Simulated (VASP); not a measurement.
Write the native input for VASP 6.6.1 that does the following.

```
Task                   : single point
Functional             : PBEsol
Potentials or basis    : VASP PAW PBE potentials, release 64 (C)
Cutoff                 : 520 eV
k mesh                 : 14 × 3 × 1
Occupations            : gaussian, width 0.1 eV
Spin                   : no spin polarisation
Dipole correction      : yes
Further INCAR settings : LREAL = Auto; ALGO = Normal; EDIFF = 1e-06; NBANDS = 61
```

The structure of C lies in POSCAR:

```
C
1.0
    2.4589175856      0.0000000000      0.0000000000
    0.0000000000     11.2248623703      0.0000000000
    0.0000000000      0.0000000000     26.0187161880
C
22
Direct
    0.5000000000      0.8164175470      0.2882540378
    0.5000000000      0.1355951993      0.3058102763
    0.0000000000      0.1276281133      0.3328743489
    0.5000000000      0.8003910061      0.3423771024
    0.0000000000      0.7924239201      0.3694411750
    0.0000000000      0.1116015725      0.3869974135
    0.5000000000      0.1036344864      0.4140614861
    0.0000000000      0.7763973793      0.4235642396
    0.5000000000      0.7684302932      0.4506283122
    0.5000000000      0.0876079456      0.4681845506
    0.0000000000      0.0796408596      0.4952486233
    0.5000000000      0.7524037524      0.5047513767
    0.0000000000      0.7444366664      0.5318154494
    0.0000000000      0.0636143187      0.5493716878
    0.5000000000      0.0556472327      0.5764357604
    0.0000000000      0.7284101255      0.5859385139
    0.5000000000      0.7204430395      0.6130025865
    0.5000000000      0.0396206919      0.6305588250
    0.0000000000      0.0316536058      0.6576228976
    0.5000000000      0.7044164987      0.6671256511
    0.0000000000      0.6964494126      0.6941897237
    0.0000000000      0.0156270650      0.7117459622
```

One way to write it, as run:

INCAR

```
  PREC = Accurate
  ENCUT = 520
  EDIFF = 1E-6
  ISMEAR = 0
  SIGMA = 0.1
  LREAL = Auto
  LASPH = True
  NELM = 80
  ALGO = Normal
  ISIF = 2
  LWAVE = False
  LCHARG = False
  LDIPOL = True
  IDIPOL = 3
  DIPOL = 0.5 0.5 0.500
  GGA = PS
  NBANDS = 61
```

KPOINTS

```
regular mesh
0
Gamma
  14 3 1
```

Potentials or basis: VASP PAW PBE potentials, release 64 (C).

Launch:

```sh
$ cat potpaw_PBE.64/C/POTCAR > POTCAR
$ mpirun -np 1 vasp_std > vasp.out
```

It gave:

The largest force is 2.586 eV/Å. The band gap on the k mesh is zero (bands 44 and 45 overlap by 0.34 eV).

Caveat: the PAW data sets were made with another functional, which shifts forces and pressure a little.

Wall time 21 min on 1 thread of Intel(R) Xeon(R) Platinum 8375C CPU @ 2.90GHz (Ice Lake) (shared host), peak memory 0.83 GiB.
